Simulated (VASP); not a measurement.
# Si (P6_3/mmc) in VASP: further runs

The runs below take Si through single point, with LDA, PBEsol.

All numbers are computed with VASP 6.6.1; they aren't measurements. Logs are shortened: lines on timing, memory, paths and dates and some standing lists are left out, and cuts for length are marked.

### 1 The cell of the first run

It takes space group P6_3/mmc (No. 194, hexagonal). Conventional cell: a = 3.906 Å, b = 3.906 Å, c = 6.457 Å, α = 90.00°, β = 90.00°, γ = 120.00°. Si (site symmetry 3m) has 4 Si at 2.40 to 2.41 Å within 3.2 Å.

### 2 Single point, LDA (volume scaled by 1.06)

INCAR reads:

```
PREC = Accurate
ENCUT = 520
EDIFF = 1E-7
ISMEAR = -1
SIGMA = 0.05
LREAL = False
LASPH = True
NELM = 80
ALGO = Normal
ISIF = 2
LWAVE = False
LCHARG = False
GGA = CA
NBANDS = 16
```

KPOINTS reads:

```
regular mesh
0
Gamma
  8 8 4
```

POSCAR reads:

```
Si
1.0
    3.9064604095      0.0000000000      0.0000000000
   -1.9532302048      3.3830939535      0.0000000000
    0.0000000000      0.0000000000      6.4568225910
Si
4
Direct
    0.6666666667      0.3333333333      0.9369905000
    0.3333333333      0.6666666667      0.4369905000
    0.6666666667      0.3333333333      0.5630095000
    0.3333333333      0.6666666667      0.0630095000
```

Potentials or basis: VASP PAW LDA potentials, release 64 (Si).

The run is started by

```bash
$ cat potpaw_LDA.64/Si/POTCAR > POTCAR
$ mpirun -np 1 vasp_std > vasp.out
```

OUTCAR:

```text
PREC = Accurate
   ENCUT = 520
   EDIFF = 1E-7
   ISMEAR = -1
   LREAL = False
   LASPH = True
   NELM = 80
   ISIF = 2
   GGA = CA

 ion  position               nearest neighbor table
   1  0.667  0.333  0.937-   4 2.40   4 2.40   4 2.40   3 2.41
   2  0.333  0.667  0.437-   3 2.40   3 2.40   3 2.40   4 2.41
   3  0.667  0.333  0.563-   2 2.40   2 2.40   2 2.40   1 2.41
   4  0.333  0.667  0.063-   1 2.40   1 2.40   1 2.40   2 2.41

  LATTYP: Found a hexagonal cell.
 ALAT       =     3.9064604095
 C/A-ratio  =     1.6528575524

  Lattice vectors:

 A1 = (   3.9064604095,   0.0000000000,   0.0000000000)
 A2 = (  -1.9532302048,   3.3830939535,   0.0000000000)
 A3 = (   0.0000000000,   0.0000000000,   6.4568225910)

Analysis of symmetry for initial positions (statically):
=====================================================================
 Subroutine PRICEL returns:
 Original cell was already a primitive cell.

 Routine SETGRP: Setting up the symmetry group for a
 hexagonal supercell.

 Subroutine GETGRP returns: Found 24 space group operations
 (whereof 12 operations were pure point group operations)
 out of a pool of 24 trial point group operations.

The static configuration has the point symmetry D_3d.
 The point group associated with its full space group is D_6h.

Analysis of symmetry for dynamics (positions and initial velocities):
=====================================================================
 Subroutine PRICEL returns:
 Original cell was already a primitive cell.

 Routine SETGRP: Setting up the symmetry group for a
 hexagonal supercell.

 Subroutine GETGRP returns: Found 24 space group operations
 (whereof 12 operations were pure point group operations)
 out of a pool of 24 trial point group operations.

The dynamic configuration has the point symmetry D_3d.
 The point group associated with its full space group is D_6h.

 Subroutine INISYM returns: Found 24 space group operations
 (whereof 12 operations are pure point group operations),
 and found     1 'primitive' translations

----------------------------------------------------------------------------------------

                                     Primitive cell

  volume of cell :      85.3329

  direct lattice vectors                    reciprocal lattice vectors
     3.906460410  0.000000000  0.000000000     0.255986211  0.147793708  0.000000000
    -1.953230205  3.383093953  0.000000000     0.000000000  0.295587416  0.000000000
     0.000000000  0.000000000  6.456822591     0.000000000  0.000000000  0.154874938

  length of vectors
     3.906460410  3.906460410  6.456822591     0.295587416  0.295587416  0.154874938

  position of ions in fractional coordinates (direct lattice)
     0.666666667  0.333333333  0.936990500
     0.333333333  0.666666667  0.436990500
     0.666666667  0.333333333  0.563009500
     0.333333333  0.666666667  0.063009500

  ion indices of the primitive-cell ions
   primitive index   ion index
                 1           1
                 2           2
                 3           3
                 4           4

----------------------------------------------------------------------------------------

 KPOINTS: regular mesh

Automatic generation of k-mesh.
 Grid dimensions read from file:
 generate k-points for:    8    8    4

 Generating k-lattice:

  Cartesian coordinates                     Fractional coordinates (reciprocal lattice)
     0.031998276  0.018474214  0.000000000     0.125000000 -0.000000000  0.000000000
     0.000000000  0.036948427  0.000000000     0.000000000  0.125000000  0.000000000
     0.000000000  0.000000000  0.038718735     0.000000000  0.000000000  0.250000000

  Length of vectors
     0.036948427  0.036948427  0.038718735

  Shift w.r.t. Gamma in fractional coordinates (k-lattice)
     0.000000000  0.000000000  0.000000000

 Subroutine IBZKPT returns following result:
 ===========================================

 Found     30 irreducible k-points:

 Following reciprocal coordinates:
            Coordinates               Weight
  0.000000  0.000000  0.000000      1.000000
  0.125000  0.000000  0.000000      6.000000
  0.250000  0.000000  0.000000      6.000000
  0.375000  0.000000  0.000000      6.000000
  0.500000  0.000000  0.000000      3.000000
  0.125000  0.125000  0.000000      6.000000
[... 16 lines left out ...]
  0.250000  0.000000  0.500000      6.000000
  0.375000  0.000000  0.500000      6.000000
 [... further k-points ...]
   k-points           NKPTS =     30   k-points in BZ     NKDIM =     30   number of bands    NBANDS=     16
   number of dos      NEDOS =    301   number of ions     NIONS =      4
   total plane-waves  NPLWV =  43200
   dimension x,y,z NGX =    30 NGY =   30 NGZ =   48
   dimension x,y,z NGXF=    60 NGYF=   60 NGZF=   96
   ions per type =               4
   NGX,Y,Z   is equivalent  to a cutoff of  12.77, 12.77, 12.36 a.u.
   NGXF,Y,Z  is equivalent  to a cutoff of  25.53, 25.53, 24.72 a.u.
 SYSTEM =  unknown system
   PREC   = accura    normal or accurate (medium, high low for compatibility)
   ISTART =      0    job   : 0-new  1-cont  2-samecut
   ICHARG =      2    charge: 1-file 2-atom 10-const
   ISPIN  =      1    spin polarized calculation?
   LNONCOLLINEAR =      F non collinear calculations
   LSORBIT =      F    spin-orbit coupling
   LASPH  =      T    aspherical Exc in radial PAW
   ENCUT  =  520.0 eV  38.22 Ry    6.18 a.u.   7.26  7.26 12.01*2*pi/ulx,y,z
   NELM   =     80;   NELMIN=  2; NELMDL= -5     # of ELM steps
   EDIFF  = 0.1E-06   stopping-criterion for ELM
   LREAL  =      F    real-space projection
   EDIFFG = 0.1E-05   stopping-criterion for IOM
   NSW    =      0    number of steps for IOM
   IBRION =     -1    ionic relax: 0-MD 1-quasi-New 2-CG
   NFREE  =      0    steps in history (QN), initial steepest desc. (CG)
   ISIF   =      2    stress and relaxation
   ISYM   =      2    0-nonsym 1-usesym 2-fastsym
   POTIM  = 0.5000    time-step for ionic-motion
   TEBEG  =    0.0;   TEEND  =   0.0 temperature during run
   PSTRESS=    0.0 pullay stress
   NELECT =      16.0000    total number of electrons
   NUPDOWN=      -1.0000    fix difference up-down
   EMIN   =  10.00;   EMAX   =-10.00  energy-range for DOS
   EFERMI =   0.00;   METHOD = LEGACY
   ISMEAR =    -1;   SIGMA  =   0.05  broadening in eV -4-tet -1-fermi 0-gaus
   EFERMI_NEDOS =   21; number of points for ismear=-14 and -15
   IALGO  =     38    algorithm
   IMIX   =      4    mixing-type and parameters
     AMIX     =   0.40;   BMIX     =  1.00
     AMIX_MAG =   1.60;   BMIX_MAG =  1.00
  volume/ion in A,a.u.               =      21.33       143.96
  Fermi-wavevector in a.u.,A,eV,Ry     =   0.937007  1.770686 11.945665  0.877982
  Thomas-Fermi vector in A             =   2.064074
   LORBIT       =      0    0 simple, 1 ext, 2 COOP (PROOUT), +10 PAW based schemes
   GGA     = CA    functional components
   LHFCALC =     F    Hartree Fock is set to
   AEXX    =    0.0000 exact exchange contribution
   IVDW    =     0    specifies the selected vdW correction
   LEPSILON=     F    determine dielectric tensor
   LRPA    =     F    only Hartree local field effects (RPA)
 non-spin polarized calculation
  energy-cutoff  :      520.00
  volume of cell :       85.33
 maximum number of plane-waves:      2316
 NGX is ok and might be reduce to    30
   NGX = 15   NGY = 15   NGZ = 25

 number of electron      16.0000002 magnetization

 Free energy of the ion-electron system (eV)
  ---------------------------------------------------
  ext. energy  EPLUGINS =         0.00000000
  ---------------------------------------------------
  free energy    TOTEN  =       -23.65442022 eV

  energy without entropy =      -23.65424399  energy(sigma->0) =      -23.65433210

 E-fermi :   5.5632     XC(G=0):  -9.3646

 val. band max:        5.3680645797   @ k =   0.0000   0.0000   0.0000
 cond. band min:       5.7899845421   @ k =   0.5000   0.0000   0.0000
 fundamental gap:      0.4219199624
 Fermi energy:         5.5632034415

 k-point     1 :       0.0000    0.0000    0.0000
  band No.  band energies     occupation
      1      -6.4080      2.00000
      2      -4.2593      2.00000
      3      -1.5795      2.00000
      4       3.9404      2.00000
      5       3.9404      2.00000
      6       5.0487      1.99993
[... 8 lines left out ...]
     15       9.4449      0.00000
     16      11.3247      0.00000

 k-point     2 :       0.1250    0.0000    0.0000
  band No.  band energies     occupation
      1      -6.2354      2.00000
      2      -4.0827      2.00000
      3      -1.5043      2.00000
      4       2.6930      2.00000
      5       3.6162      2.00000
      6       4.1190      2.00000
[... 8 lines left out ...]
     15      10.0743      0.00000
     16      10.4108      0.00000

 k-point     3 :       0.2500    0.0000    0.0000
  band No.  band energies     occupation
      1      -5.7295      2.00000
      2      -3.5628      2.00000
      3      -1.4666      2.00000
      4       1.1747      2.00000
      5       2.2180      2.00000
      6       3.0515      2.00000
[... 8 lines left out ...]
     15      11.4211      0.00000
     16      11.5875      0.00000

 k-point     4 :       0.3750    0.0000    0.0000
  band No.  band energies     occupation
      1      -4.9533      2.00000
      2      -2.7544      2.00000
      3      -2.1046      2.00000
      4       0.5029      2.00000
      5       0.7443      2.00000
      6       2.6351      2.00000
[... 8 lines left out ...]
     15      11.9062      0.00000
     16      12.5912      0.00000

 k-point     5 :       0.5000    0.0000    0.0000
  band No.  band energies     occupation
      1      -4.3460      2.00000
      2      -2.8171      2.00000
      3      -2.1027      2.00000
      4      -0.4594      2.00000
      5       0.9551      2.00000
      6       2.4878      2.00000
[... 8 lines left out ...]
     15      11.7122      0.00000
     16      13.2874      0.00000

 k-point     6 :       0.1250    0.1250    0.0000
  band No.  band energies     occupation
      1      -5.8955      2.00000
      2      -3.7338      2.00000
      3      -1.4354      2.00000
      4       1.6317      2.00000
      5       2.8173      2.00000
      6       2.8463      2.00000
[... 8 lines left out ...]
     15       9.9197      0.00000
     16      10.9972      0.00000
[... 267 lines left out ...]
 k-point    21 :       0.0000    0.0000    0.5000
  band No.  band energies     occupation
      1      -5.6599      2.00000
      2      -5.6599      2.00000
      3       1.2451      2.00000
      4       1.2451      2.00000
      5       4.5000      2.00000
      6       4.5000      2.00000
[... 8 lines left out ...]
     15      11.5230      0.00000
     16      11.5230      0.00000

 k-point    22 :       0.1250    0.0000    0.5000
  band No.  band energies     occupation
      1      -5.4887      2.00000
      2      -5.4887      2.00000
      3       1.2092      2.00000
      4       1.2092      2.00000
      5       3.4385      2.00000
      6       3.4385      2.00000
[... 8 lines left out ...]
     15      10.8406      0.00000
     16      10.8406      0.00000

 k-point    23 :       0.2500    0.0000    0.5000
  band No.  band energies     occupation
      1      -4.9892      2.00000
      2      -4.9892      2.00000
      3       0.5293      2.00000
      4       0.5293      2.00000
      5       2.6258      2.00000
      6       2.6258      2.00000
[... 8 lines left out ...]
     15      11.1134      0.00000
     16      11.1134      0.00000

 k-point    24 :       0.3750    0.0000    0.5000
  band No.  band energies     occupation
      1      -4.2369      2.00000
      2      -4.2369      2.00000
      3      -0.8499      2.00000
      4      -0.8499      2.00000
      5       2.8265      2.00000
      6       2.8265      2.00000
[... 8 lines left out ...]
     15      12.8130      0.00000
     16      12.8130      0.00000

 [... further k-points ...]

------------------------ aborting loop because EDIFF is reached ----------------------------------------

  FORCE on cell =-STRESS in cart. coord.  units (eV):
  Direction    XX          YY          ZZ          XY          YZ          ZX
  --------------------------------------------------------------------------------------
  -------------------------------------------------------------------------------------
  Total       -3.4643751     -3.4643751     -3.4771016      0.0000000     -0.0000000      0.0000000
  in kB      -65.0457839    -65.0457839    -65.2847319      0.0000000     -0.0000000      0.0000000
  external PRESSURE =     -65.1254332 kB  Pullay stress =       0.0000000 kB

 VOLUME and BASIS-vectors are now :
 -----------------------------------------------------------------------------
  energy-cutoff  :      520.00
  volume of cell :       85.33
      direct lattice vectors                 reciprocal lattice vectors
     3.906460410  0.000000000  0.000000000     0.255986211  0.147793708  0.000000000
    -1.953230205  3.383093953  0.000000000     0.000000000  0.295587416  0.000000000
     0.000000000  0.000000000  6.456822591     0.000000000  0.000000000  0.154874938

 POSITION                                       TOTAL-FORCE (eV/Angst)
 -----------------------------------------------------------------------------------
      1.95323      1.12770      6.04998        -0.000000     -0.000000      0.035959
     -0.00000      2.25540      2.82157         0.000000      0.000000      0.035959
      1.95323      1.12770      3.63525        -0.000000     -0.000000     -0.035959
     -0.00000      2.25540      0.40684         0.000000      0.000000     -0.035959
 -----------------------------------------------------------------------------------
    total drift:                               -0.000000      0.000000     -0.000000

  FREE ENERGIE OF THE ION-ELECTRON SYSTEM (eV)
  ---------------------------------------------------
  free  energy   TOTEN  =       -23.6544202176 eV

  energy  without entropy=      -23.6542439916  energy(sigma->0) =      -23.65433210
```

Run time: 41 s. Hardware: 1 thread of Intel Xeon Platinum 8488C (Sapphire Rapids), shared host; peak memory 0.16 GiB.

Results:

```yaml
Free_energy: -23.6544 eV
Pressure: -6.5 GPa
Largest_force: 0.036 eV/Å
Band_gap_on_the_k_mesh: 0.42 eV, indirect (least direct gap 0.77 eV)
```

Forces in eV/Å, atoms in the order of the input:
```
Si   0.000  0.000  0.036
Si   0.000  0.000  0.036
Si   0.000  0.000 -0.036
Si   0.000  0.000 -0.036
```

Caveat: the cell differs from its parent crystal (volume scaled by 1.06). A k mesh can miss the band edges.

### 3 Single point, PBEsol (volume scaled by 1.06)

INCAR reads:

```
PREC     = Accurate       # precision mode
ENCUT    = 520            # plane-wave cutoff, eV
EDIFF    = 1E-7           # SCF threshold, eV
ISMEAR   = -1             # smearing method
SIGMA    = 0.05           # smearing width, eV
LREAL    = F              # projectors in reciprocal space
LASPH    = T              # aspherical terms in the spheres
NELM     = 80             # most SCF steps
ALGO     = Normal         # electronic algorithm
ISIF     = 2              # what is computed and relaxed
LWAVE    = F              # write WAVECAR
LCHARG   = T              # write CHGCAR
GGA      = PS             # functional
LELF     = T              # ELF
LVHAR    = T            
NBANDS   = 16             # bands
```

KPOINTS reads:

```
Automatic mesh
0
Gamma
  8 8 4
```

POSCAR is that of step 2.

Potentials or basis: VASP PAW PBE potentials, release 64 (Si).

The run is started by

```bash
$ cat potpaw_PBE.64/Si/POTCAR > POTCAR
$ mpirun -np 1 vasp_std > vasp.out
```

Wall time 48 s (1 thread of Intel Xeon Platinum 8488C (Sapphire Rapids), shared host); peak memory 0.19 GiB.

The run converged. Its results:

| Quantity | Value |
| --- | --- |
| Free energy | -22.8599 eV |
| Pressure | -5.1 GPa |
| Largest force | 0.030 eV/Å |
| Band gap on the k mesh | 0.41 eV, indirect (least direct gap 0.80 eV) |

Forces on the atoms (eV/Å):
```
Si   0.000  0.000  0.030
Si   0.000  0.000  0.030
Si   0.000  0.000 -0.030
Si   0.000  0.000 -0.030
```

Levels at points of the mesh, in eV from the valence-band top:
| k point | band 5 | band 6 | band 7 | band 8 | band 9 | band 10 | band 11 | band 12 |
| --- | --- | --- | --- | --- | --- | --- | --- | --- |
| (0.00, 0.00, 0.00) | -1.44 | -0.32 | 0.00 | 0.00 | 0.80 | 1.98 | 1.98 | 2.14 |
| (0.50, 0.00, 0.00) | -4.44 | -2.90 | -2.83 | -1.37 | 0.41 | 2.18 | 2.95 | 3.09 |
| (0.00, 0.00, 0.50) | -0.88 | -0.88 | -0.88 | -0.88 | 1.57 | 1.57 | 2.93 | 2.93 |
| (0.50, 0.00, 0.50) | -2.35 | -2.35 | -2.30 | -2.30 | 0.81 | 0.81 | 1.67 | 1.67 |

Caveat: the cell differs from its parent crystal (volume scaled by 1.06); the PAW data sets were made with another functional, which shifts forces and pressure a little.

### 4 Single point, LDA

This run uses another cell than the first one, of 18.92 Å³/atom, 0.887 times its volume.

INCAR reads:

```
ALGO = Normal
EDIFF = 1E-7
ENCUT = 520
GGA = CA
ISIF = 2
ISMEAR = -1
LASPH = T
LCHARG = F
LREAL = F
LWAVE = F
NBANDS = 16
NELM = 80
PREC = Accurate
SIGMA = 0.05
```

KPOINTS reads:

```
k-points
0
Gamma
  8 8 4
```

POSCAR reads:

```
Si
1.0
    3.7531053624      0.0000000000      0.0000000000
   -1.8765526812      3.2502845869      0.0000000000
    0.0000000000      0.0000000000      6.2033485431
Si
4
Direct
    0.6666666667      0.3333333333      0.9369905000
    0.3333333333      0.6666666667      0.4369905000
    0.6666666667      0.3333333333      0.5630095000
    0.3333333333      0.6666666667      0.0630095000
```

Potentials or basis: VASP PAW LDA potentials, release 64 (Si).

The run is started by

```bash
$ cat potpaw_LDA.64/Si/POTCAR > POTCAR
$ mpirun -np 1 vasp_std > vasp.out
```

Run time: 10 s. Hardware: 1 thread of Intel Xeon 6975P-C (Granite Rapids), shared host; peak memory 0.15 GiB.

It converged, with:

```
Free energy            : -23.7571 eV
Pressure               : 4.2 GPa
Largest force          : 0.012 eV/Å
Band gap on the k mesh : 0.18 eV, indirect (least direct gap 1.09 eV)
```

Forces in eV/Å, atoms in the order of the input:
```
Si   0.000  0.000 -0.012
Si   0.000  0.000 -0.012
Si   0.000  0.000  0.012
Si   0.000  0.000  0.012
```

Stress tensor (GPa, compression positive):
```
4.20 0.00 0.00
0.00 4.20 0.00
0.00 0.00 4.31
```

Levels at points of the mesh, in eV from the valence-band top:
| k point | band 6 | band 7 | band 8 | band 9 | band 10 | band 11 |
| --- | --- | --- | --- | --- | --- | --- |
| (0.00, 0.00, 0.00) | -0.39 | 0.00 | 0.00 | 1.09 | 1.92 | 1.92 |
| (0.50, 0.00, 0.00) | -3.26 | -3.25 | -1.52 | 0.18 | 2.34 | 2.83 |
| (0.00, 0.00, 0.50) | -0.99 | -0.99 | -0.99 | 1.88 | 1.88 | 2.92 |
| (0.50, 0.00, 0.50) | -2.59 | -2.57 | -2.57 | 0.80 | 0.80 | 1.47 |

### 5 Overview

```csv
level,potentials or basis,cell,gap on the mesh (eV),pressure (GPa),largest force (eV/Å)
LDA,"VASP PAW LDA potentials, release 64 (Si)","a = 3.906, b = 3.906, c = 6.457 Å, angles 90.0, 90.0, 120.0°, 4 atoms",0.42,-6.5,0.04
PBEsol,"VASP PAW PBE potentials, release 64 (Si)","a = 3.906, b = 3.906, c = 6.457 Å, angles 90.0, 90.0, 120.0°, 4 atoms",0.41,-5.1,0.03
LDA,"VASP PAW LDA potentials, release 64 (Si)","a = 3.753, b = 3.753, c = 6.203 Å, angles 90.0, 90.0, 120.0°, 4 atoms",0.18,4.2,0.01
```

Alike in all rows: task single point; no spin polarisation; k mesh 8 × 8 × 4; cutoff (eV) 520; smearing fermi-dirac 0.05 eV.

Caveats: the PAW data sets were made with another functional, which shifts forces and pressure a little (some runs).

Absolute energies hang on the potentials; compare differences alone.
